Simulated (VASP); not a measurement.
# AlFe3 (Fm-3m) in VASP: notebook

AlFe3 is run at these levels: PBEsol; tasks: single point.

All numbers are computed with VASP 6.6.1; they aren't measurements. Logs are shortened: lines on timing, memory, paths and dates and some standing lists are left out, and cuts for length are marked.

## 1. The cell of the first run

Symmetry: Fm-3m, No. 225, cubic system. Conventional cell: a = 5.774 Å, b = 5.774 Å, c = 5.774 Å, α = 90.00°, β = 90.00°, γ = 90.00°. Within 3.3 Å of Fe (site symmetry -43m) lie 4 Al at 2.50 Å and 10 Fe at 2.50 to 2.89 Å. Within 3.3 Å of Fe (site symmetry m-3m) lie 8 Fe at 2.50 Å and 6 Al at 2.89 Å. Within 3.3 Å of Al (site symmetry m-3m) lie 14 Fe at 2.50 to 2.89 Å.

## 2. Single point, PBEsol, collinear spin, ferromagnetic start

Input file INCAR:

```
SYSTEM = AlFe3
ALGO = Fast
EDIFF = 1E-6
ENCUT = 520
GGA = PS
ISIF = 2
ISMEAR = -1
ISPIN = 2
LASPH = .True.
LCHARG = .False.
LMAXMIX = 4
LORBIT = 11
LREAL = .False.
LWAVE = .False.
MAGMOM = 3 3 3 0
NBANDS = 26
NELM = 150
PREC = Accurate
SIGMA = 0.05
```

Input file KPOINTS:

```
k-points
0
Gamma
  8 8 8
  0 0 0
```

Input file POSCAR:

```
AlFe3
1.0
    0.0000000000      2.8871421494      2.8871421494
    2.8871421494      0.0000000000      2.8871421494
    2.8871421494      2.8871421494      0.0000000000
Fe Al
3 1
Direct
    0.7500000000      0.7500000000      0.7500000000
    0.2500000000      0.2500000000      0.2500000000
    0.5000000000      0.5000000000      0.5000000000
    0.0000000000      0.0000000000      0.0000000000
```

Potentials or basis: VASP PAW PBE potentials, release 64 (Fe, Al).

On the command line:

```
cat potpaw_PBE.64/Fe/POTCAR potpaw_PBE.64/Al/POTCAR > POTCAR
mpirun -np 1 vasp_std > vasp.out
```

OUTCAR:

```text
SYSTEM = AlFe3
   EDIFF = 1E-6
   ENCUT = 520
   GGA = PS
   ISIF = 2
   ISMEAR = -1
   ISPIN = 2
   LASPH = .True.
   LORBIT = 11
   LREAL = .False.
   NELM = 150
   PREC = Accurate

 ion  position               nearest neighbor table
   1  0.750  0.750  0.750-   3 2.50   4 2.50   3 2.50   3 2.50   3 2.50   4 2.50   4 2.50   4 2.50
                             2 2.89   2 2.89   2 2.89   2 2.89   2 2.89   2 2.89
   2  0.250  0.250  0.250-   3 2.50   4 2.50   4 2.50   4 2.50   4 2.50   3 2.50   3 2.50   3 2.50
                             1 2.89   1 2.89   1 2.89   1 2.89   1 2.89   1 2.89
   3  0.500  0.500  0.500-   1 2.50   2 2.50   2 2.50   2 2.50   2 2.50   1 2.50   1 2.50   1 2.50
                             4 2.89   4 2.89   4 2.89   4 2.89   4 2.89   4 2.89
   4  0.000  0.000  0.000-   1 2.50   2 2.50   1 2.50   1 2.50   1 2.50   2 2.50   2 2.50   2 2.50
                             3 2.89   3 2.89   3 2.89   3 2.89   3 2.89   3 2.89

  LATTYP: Found a face centered cubic cell.
 ALAT       =     5.7742842988

  Lattice vectors:

 A1 = (   0.0000000000,   2.8871421494,   2.8871421494)
 A2 = (   2.8871421494,   0.0000000000,   2.8871421494)
 A3 = (   2.8871421494,   2.8871421494,   0.0000000000)

Analysis of symmetry for initial positions (statically):
=====================================================================
 Subroutine PRICEL returns:
 Original cell was already a primitive cell.

 Routine SETGRP: Setting up the symmetry group for a
 face centered cubic supercell.

 Subroutine GETGRP returns: Found 48 space group operations
 (whereof 48 operations were pure point group operations)
 out of a pool of 48 trial point group operations.

The static configuration has the point symmetry O_h .

Analysis of symmetry for dynamics (positions and initial velocities):
=====================================================================
 Subroutine PRICEL returns:
 Original cell was already a primitive cell.

 Routine SETGRP: Setting up the symmetry group for a
 face centered cubic supercell.

 Subroutine GETGRP returns: Found 48 space group operations
 (whereof 48 operations were pure point group operations)
 out of a pool of 48 trial point group operations.

The dynamic configuration has the point symmetry O_h .

Analysis of structural, dynamic, and magnetic symmetry:
=====================================================================
 Subroutine PRICEL returns:
 Original cell was already a primitive cell.

 Routine SETGRP: Setting up the symmetry group for a
 face centered cubic supercell.

 Subroutine GETGRP returns: Found 48 space group operations
 (whereof 48 operations were pure point group operations)
 out of a pool of 48 trial point group operations.

The overall configuration has the point symmetry O_h .

 Subroutine INISYM returns: Found 48 space group operations
 (whereof 48 operations are pure point group operations),
 and found     1 'primitive' translations

----------------------------------------------------------------------------------------

                                     Primitive cell

  volume of cell :      48.1321

  direct lattice vectors                    reciprocal lattice vectors
     0.000000000  2.887142149  2.887142149    -0.173181636  0.173181636  0.173181636
     2.887142149  0.000000000  2.887142149     0.173181636 -0.173181636  0.173181636
     2.887142149  2.887142149  0.000000000     0.173181636  0.173181636 -0.173181636

  length of vectors
     4.083035584  4.083035584  4.083035584     0.299959392  0.299959392  0.299959392

  position of ions in fractional coordinates (direct lattice)
     0.750000000  0.750000000  0.750000000
     0.250000000  0.250000000  0.250000000
     0.500000000  0.500000000  0.500000000
     0.000000000  0.000000000  0.000000000

  ion indices of the primitive-cell ions
   primitive index   ion index
                 1           1
                 2           2
                 3           3
                 4           4

----------------------------------------------------------------------------------------

 KPOINTS: k-points

Automatic generation of k-mesh.
 Grid dimensions read from file:
 generate k-points for:    8    8    8

 Generating k-lattice:

  Cartesian coordinates                     Fractional coordinates (reciprocal lattice)
    -0.021647704  0.021647704  0.021647704     0.125000000  0.000000000  0.000000000
     0.021647704 -0.021647704  0.021647704     0.000000000  0.125000000  0.000000000
     0.021647704  0.021647704 -0.021647704     0.000000000  0.000000000  0.125000000

  Length of vectors
     0.037494924  0.037494924  0.037494924

  Shift w.r.t. Gamma in fractional coordinates (k-lattice)
     0.000000000  0.000000000  0.000000000

 Subroutine IBZKPT returns following result:
 ===========================================

 Found     29 irreducible k-points:

 Following reciprocal coordinates:
            Coordinates               Weight
  0.000000  0.000000  0.000000      1.000000
  0.125000  0.000000  0.000000      8.000000
  0.250000  0.000000  0.000000      8.000000
  0.375000  0.000000  0.000000      8.000000
  0.500000  0.000000  0.000000      4.000000
  0.125000  0.125000  0.000000      6.000000
[... 16 lines left out ...]
  0.500000  0.250000  0.125000     48.000000
 -0.375000  0.250000  0.125000     24.000000
 [... further k-points ...]
   k-points           NKPTS =     29   k-points in BZ     NKDIM =     29   number of bands    NBANDS=     26
   number of dos      NEDOS =    301   number of ions     NIONS =      4
   total plane-waves  NPLWV =  27000
   dimension x,y,z NGX =    30 NGY =   30 NGZ =   30
   dimension x,y,z NGXF=    60 NGYF=   60 NGZF=   60
   ions per type =               3   1
   NGX,Y,Z   is equivalent  to a cutoff of  12.21, 12.21, 12.21 a.u.
   NGXF,Y,Z  is equivalent  to a cutoff of  24.43, 24.43, 24.43 a.u.
 SYSTEM =  AlFe3
   PREC   = accura    normal or accurate (medium, high low for compatibility)
   ISTART =      0    job   : 0-new  1-cont  2-samecut
   ICHARG =      2    charge: 1-file 2-atom 10-const
   ISPIN  =      2    spin polarized calculation?
   LNONCOLLINEAR =      F non collinear calculations
   LSORBIT =      F    spin-orbit coupling
   LASPH  =      T    aspherical Exc in radial PAW
   ENCUT  =  520.0 eV  38.22 Ry    6.18 a.u.   7.59  7.59  7.59*2*pi/ulx,y,z
   NELM   =    150;   NELMIN=  2; NELMDL= -5     # of ELM steps
   EDIFF  = 0.1E-05   stopping-criterion for ELM
   LREAL  =      F    real-space projection
   EDIFFG = 0.1E-04   stopping-criterion for IOM
   NSW    =      0    number of steps for IOM
   IBRION =     -1    ionic relax: 0-MD 1-quasi-New 2-CG
   NFREE  =      0    steps in history (QN), initial steepest desc. (CG)
   ISIF   =      2    stress and relaxation
   ISYM   =      2    0-nonsym 1-usesym 2-fastsym
   POTIM  = 0.5000    time-step for ionic-motion
   TEBEG  =    0.0;   TEEND  =   0.0 temperature during run
   PSTRESS=    0.0 pullay stress
   NELECT =      27.0000    total number of electrons
   NUPDOWN=      -1.0000    fix difference up-down
   EMIN   =  10.00;   EMAX   =-10.00  energy-range for DOS
   EFERMI =   0.00;   METHOD = LEGACY
   ISMEAR =    -1;   SIGMA  =   0.05  broadening in eV -4-tet -1-fermi 0-gaus
   EFERMI_NEDOS =   21; number of points for ismear=-14 and -15
   IALGO  =     68    algorithm
   IMIX   =      4    mixing-type and parameters
     AMIX     =   0.40;   BMIX     =  1.00
     AMIX_MAG =   1.60;   BMIX_MAG =  1.00
  volume/ion in A,a.u.               =      12.03        81.20
  Fermi-wavevector in a.u.,A,eV,Ry     =   1.350158  2.551429 24.802422  1.822927
  Thomas-Fermi vector in A             =   2.477686
   LORBIT       =     11    0 simple, 1 ext, 2 COOP (PROOUT), +10 PAW based schemes
   GGA     = PS    functional components
   LHFCALC =     F    Hartree Fock is set to
   AEXX    =    0.0000 exact exchange contribution
   IVDW    =     0    specifies the selected vdW correction
   LEPSILON=     F    determine dielectric tensor
   LRPA    =     F    only Hartree local field effects (RPA)
 spin polarized calculation
 RMM-DIIS sequential band-by-band and
  energy-cutoff  :      520.00
  volume of cell :       48.13
 maximum number of plane-waves:      1316
   NGX = 15   NGY = 15   NGZ = 15

 number of electron      27.0000016 magnetization       6.0454854

 Free energy of the ion-electron system (eV)
  ---------------------------------------------------
  ext. energy  EPLUGINS =         0.00000000
  ---------------------------------------------------
  free energy    TOTEN  =       -31.56502962 eV

  energy without entropy =      -31.53473423  energy(sigma->0) =      -31.54988193

 E-fermi :   6.5967     XC(G=0): -12.5686

 val. band max:        6.5848859495   @ k =   0.5000   0.5000   0.0000
 cond. band min:       6.6000520457   @ k =   0.3750   0.2500   0.0000
 fundamental gap:      0.0151660962
 Fermi energy:         6.5967212603

 spin component 1

 k-point     1 :       0.0000    0.0000    0.0000
  band No.  band energies     occupation
      1      -2.8979      1.00000
      2       2.5758      1.00000
      3       2.5758      1.00000
      4       3.0303      1.00000
      5       3.0303      1.00000
      6       3.0303      1.00000
[... 661 lines left out ...]
     24      16.8154      0.00000
     25      17.5729      0.00000

 [... further k-points ...]

 spin component 2

 k-point     1 :       0.0000    0.0000    0.0000
  band No.  band energies     occupation
      1      -2.8275      1.00000
      2       4.1296      1.00000
      3       4.1296      1.00000
      4       4.1296      1.00000
      5       4.1847      1.00000
      6       4.1848      1.00000
[... 661 lines left out ...]
     24      17.2910      0.00000
     25      18.1877      0.00000

 [... further k-points ...]

 [bands above 25 left out]

------------------------ aborting loop because EDIFF is reached ----------------------------------------

  FORCE on cell =-STRESS in cart. coord.  units (eV):
  Direction    XX          YY          ZZ          XY          YZ          ZX
  --------------------------------------------------------------------------------------
  -------------------------------------------------------------------------------------
  Total       -2.9229994     -2.9229994     -2.9229994      0.0000000     -0.0000000     -0.0000000
  in kB      -97.2982004    -97.2982004    -97.2982004      0.0000000     -0.0000000     -0.0000000
  external PRESSURE =     -97.2982004 kB  Pullay stress =       0.0000000 kB

 VOLUME and BASIS-vectors are now :
 -----------------------------------------------------------------------------
  energy-cutoff  :      520.00
  volume of cell :       48.13
      direct lattice vectors                 reciprocal lattice vectors
     0.000000000  2.887142149  2.887142149    -0.173181636  0.173181636  0.173181636
     2.887142149  0.000000000  2.887142149     0.173181636 -0.173181636  0.173181636
     2.887142149  2.887142149  0.000000000     0.173181636  0.173181636 -0.173181636

 POSITION                                       TOTAL-FORCE (eV/Angst)
 -----------------------------------------------------------------------------------
      4.33071      4.33071      4.33071         0.000000      0.000000      0.000000
      1.44357      1.44357      1.44357        -0.000000     -0.000000      0.000000
      2.88714      2.88714      2.88714        -0.000000     -0.000000     -0.000000
      0.00000      0.00000      0.00000        -0.000000     -0.000000     -0.000000
 -----------------------------------------------------------------------------------
    total drift:                                0.000000     -0.000000      0.000000

  FREE ENERGIE OF THE ION-ELECTRON SYSTEM (eV)
  ---------------------------------------------------
  free  energy   TOTEN  =       -31.5650296235 eV

  energy  without entropy=      -31.5347342310  energy(sigma->0) =      -31.54988193

 total charge

# of ion       s       p       d       tot
------------------------------------------
    1        0.439   0.513   6.320   7.272
    2        0.439   0.513   6.320   7.272
    3        0.471   0.513   6.215   7.199
    4        0.407   0.423   0.000   0.830
--------------------------------------------------
tot          1.755   1.962  18.856  22.573

 magnetization (x)

# of ion       s       p       d       tot
------------------------------------------
    1       -0.009  -0.038   1.957   1.911
    2       -0.009  -0.038   1.957   1.911
    3       -0.010  -0.041   2.433   2.382
    4       -0.011  -0.047   0.000  -0.058
--------------------------------------------------
tot         -0.037  -0.164   6.348   6.146
```

It took 86 s on 1 thread of Oxide Virtual Turin-like, shared host; peak memory 0.18 GiB.

Results:

- Free energy: -31.5650 eV
- Pressure: -9.7 GPa
- Net moment: 6.05 μB per cell
- Site moments: Fe +1.91, +2.38 (each value once); Al -0.06 μB
- Valence electrons inside the program's atomic spheres: Fe 7.27, 7.20 (each value once); Al 0.83

Caveat: the cell stands under tension; the PAW data sets were made with another functional, which shifts forces and pressure a little.

## 3. Single point, PBEsol, collinear spin, ferromagnetic start

This run uses another cell than the first one, of 12.51 Å³/atom.

Input file INCAR:

```
  PREC = Accurate
  ENCUT = 520
  EDIFF = 1E-6
  ISMEAR = -1
  SIGMA = 0.05
  LREAL = F
  LASPH = T
  NELM = 150
  ALGO = Normal
  ISIF = 2
  LWAVE = F
  LCHARG = F
  ISPIN = 2
  MAGMOM = 3 3 3 0
  LORBIT = 11
  LMAXMIX = 4
  GGA = PS
  NBANDS = 26
```

Input file KPOINTS:

```
Automatic mesh
0
Gamma
  8 8 8
```

Input file POSCAR:

```
AlFe3
1.0
    0.0000000000      2.9251352188      2.9251352188
    2.9251352188      0.0000000000      2.9251352188
    2.9251352188      2.9251352188      0.0000000000
Fe Al
3 1
Direct
    0.7500000000      0.7500000000      0.7500000000
    0.2500000000      0.2500000000      0.2500000000
    0.5000000000      0.5000000000      0.5000000000
    0.0000000000      0.0000000000      0.0000000000
```

Potentials or basis: VASP PAW PBE potentials, release 64 (Fe, Al).

On the command line:

```
cat potpaw_PBE.64/Fe/POTCAR potpaw_PBE.64/Al/POTCAR > POTCAR
mpirun -np 1 vasp_std > vasp.out
```

Wall time 94 s (1 thread of Oxide Virtual Turin-like, shared host); peak memory 0.2 GiB.

It converged, with:

* Free energy: -31.4154 eV
* Pressure: -14.7 GPa
* Net moment: 6.22 μB per cell
* Site moments: Fe +2.00, +2.40 (each value once); Al -0.06 μB
* Valence electrons inside the program's atomic spheres: Fe 7.20, 7.13 (each value once); Al 0.81

Levels at points of the mesh, in eV from the Fermi level:
Spin up:
| k point | band 14 | band 15 | band 16 | band 17 | band 18 | band 19 |
| --- | --- | --- | --- | --- | --- | --- |
| (0.00, 0.00, 0.00) | -1.01 | -0.71 | -0.71 | 5.32 | 5.32 | 5.32 |
| (0.50, 0.00, 0.00) | -1.18 | -0.81 | -0.81 | -0.40 | 4.31 | 4.31 |
| (0.50, 0.50, 0.00) | -0.96 | -0.96 | -0.74 | -0.62 | -0.62 | -0.10 |
Spin down:
| k point | band 8 | band 9 | band 10 | band 11 | band 12 | band 13 | band 14 | band 15 |
| --- | --- | --- | --- | --- | --- | --- | --- | --- |
| (0.00, 0.00, 0.00) | -1.08 | -1.08 | 0.88 | 0.88 | 0.88 | 1.48 | 1.48 | 1.54 |
| (0.50, 0.00, 0.00) | -1.01 | -1.01 | -0.23 | -0.08 | -0.08 | 1.26 | 1.26 | 1.47 |
| (0.50, 0.50, 0.00) | -1.11 | -0.92 | 0.00 | 0.00 | 0.33 | 0.83 | 1.09 | 1.44 |

Caveat: the cell stands under tension; the PAW data sets were made with another functional, which shifts forces and pressure a little.

## 4. Single point, PBEsol, collinear spin, ferromagnetic start

This run uses another cell than the first one, of 12.75 Å³/atom.

Input file INCAR:

```
SYSTEM = AlFe3
PREC     = Accurate       ! precision mode
ENCUT    = 520            ! plane-wave cutoff, eV
EDIFF    = 1E-7           ! SCF threshold, eV
ISMEAR   = -1             ! smearing method
SIGMA    = 0.05           ! smearing width, eV
LREAL    = .False.        ! projectors in reciprocal space
LASPH    = .True.         ! aspherical terms in the spheres
NELM     = 150            ! most SCF steps
ALGO     = Normal         ! electronic algorithm
ISIF     = 2              ! what is computed and relaxed
LWAVE    = .False.        ! write WAVECAR
LCHARG   = .True.         ! write CHGCAR
ISPIN    = 2              ! spin polarisation
MAGMOM   = 3 3 3 0        ! initial moments
LORBIT   = 11             ! projections on sites
LMAXMIX  = 4              ! l up to which the mixer works
GGA      = PS             ! functional
LELF     = .True.         ! ELF
LVHAR    = .True.       
NBANDS   = 26             ! bands
```

Input file KPOINTS:

```
Automatic mesh
0
Gamma
  8 8 8
  0 0 0
```

Input file POSCAR:

```
AlFe3
1.0
    0.0000000000      2.9437671557      2.9437671557
    2.9437671557      0.0000000000      2.9437671557
    2.9437671557      2.9437671557      0.0000000000
Fe Al
3 1
Direct
    0.7500000000      0.7500000000      0.7500000000
    0.2500000000      0.2500000000      0.2500000000
    0.5000000000      0.5000000000      0.5000000000
    0.0000000000      0.0000000000      0.0000000000
```

On the command line:

```
cat potpaw_PBE.64/Fe/POTCAR potpaw_PBE.64/Al/POTCAR > POTCAR
mpirun -np 1 vasp_std > vasp.out
```

Run time: 90 s. Hardware: 1 thread of Oxide Virtual Turin-like, shared host; peak memory 0.19 GiB.

It converged, with:

```yaml
Free_energy: -31.3206 eV
Pressure: -16.6 GPa
Net_moment: 6.38 μB per cell
Site_moments: Fe +2.08, +2.42 (each value once); Al -0.06 μB
Valence_electrons_inside_the_program's_atomic_spheres: Fe 7.16, 7.10 (each value once); Al 0.80
```

Levels at points of the mesh, in eV from the Fermi level:
Spin up:
| k point | band 15 | band 16 | band 17 | band 18 | band 19 | band 20 |
| --- | --- | --- | --- | --- | --- | --- |
| (0.00, 0.00, 0.00) | -0.79 | -0.79 | 5.22 | 5.22 | 5.22 | 5.40 |
| (0.50, 0.00, 0.00) | -0.86 | -0.86 | -0.46 | 4.21 | 4.21 | 4.36 |
| (0.50, 0.50, 0.00) | -0.97 | -0.82 | -0.68 | -0.68 | -0.19 | 4.13 |
Spin down:
```tsv
k point	band 8	band 9	band 10	band 11	band 12	band 13
(0.00, 0.00, 0.00)	-1.04	-1.04	0.88	0.88	0.88	1.47
(0.50, 0.00, 0.00)	-0.97	-0.97	-0.21	-0.05	-0.05	1.26
(0.50, 0.50, 0.00)	-1.06	-0.87	0.02	0.02	0.36	0.84
```

Caveat: the cell stands under tension; the PAW data sets were made with another functional, which shifts forces and pressure a little.

## 5. Summary

| cell | gap on the mesh (eV) | pressure (GPa) | moment (μB) |
| --- | --- | --- | --- |
| a = 4.083 Å, angles 60.0°, 4 atoms | none | -9.7 | 6.05 |
| a = 4.137 Å, angles 60.0°, 4 atoms | none | -14.7 | 6.22 |
| a = 4.163 Å, angles 60.0°, 4 atoms | none | -16.6 | 6.38 |

Alike in all rows: task single point; level PBEsol; potentials or basis VASP PAW PBE potentials, release 64 (Fe, Al); spin collinear, ferromagnetic start; k mesh 8 × 8 × 8; cutoff (eV) 520; smearing fermi-dirac 0.05 eV.

Caveats: the cell stands under tension; the PAW data sets were made with another functional, which shifts forces and pressure a little.

Absolute energies hang on the potentials; compare differences alone.
